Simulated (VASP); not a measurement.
Runs of VASP 6.6.1 on SiW3. The structure is that of space group Im-3m (No. 229), or close to it. The cells are those of the table. 

| cell | k mesh | further INCAR settings | gap on the mesh (eV) | pressure (GPa) |
| --- | --- | --- | --- | --- |
| a = 4.687 Å, angles 109.5°, 4 atoms | 14 × 14 × 14 | ALGO = Fast; EDIFF = 1e-07; NBANDS = 31 | none | (a) |
| a = 4.241 Å, angles 109.5°, 4 atoms | 14 × 14 × 14 | ALGO = Fast; EDIFF = 1e-06; NBANDS = 31 | none | 44.8 |
| a = 4.278 Å, angles 110.2, 110.2, 108.1°, 4 atoms | 14 × 14 × 14, shifted | ALGO = Fast; EDIFF = 1e-07; NBANDS = 31 | none | 35.8 |
| a = 4.278 Å, angles 110.2, 110.2, 108.1°, 4 atoms | 14 × 14 × 14 | ALGO = Fast; EDIFF = 1e-06; NBANDS = 31 | none | 35.8 |

Alike in all rows: task single point; level PBEsol; potentials or basis VASP PAW PBE potentials, release 64 (Si, W_sv); no spin polarisation; cutoff (eV) 520; smearing gaussian 0.15 eV.

**Question.** Estimate the missing entries.

**Answer.** (a) -21.7.

Caveats: the PAW data sets were made with another functional, which shifts forces and pressure a little; spin-orbit coupling is left out, which moves the levels of the heavy elements; the stress differs along the axes, from 26 to 41 GPa (at least some runs); the cell stands under tension (at least some runs); the cell stands under pressure (at least some runs).

A k mesh can miss the band edges, and the runs leave out spin-orbit coupling on W.

A gap of «none» marks levels without a gap at the run's occupations.
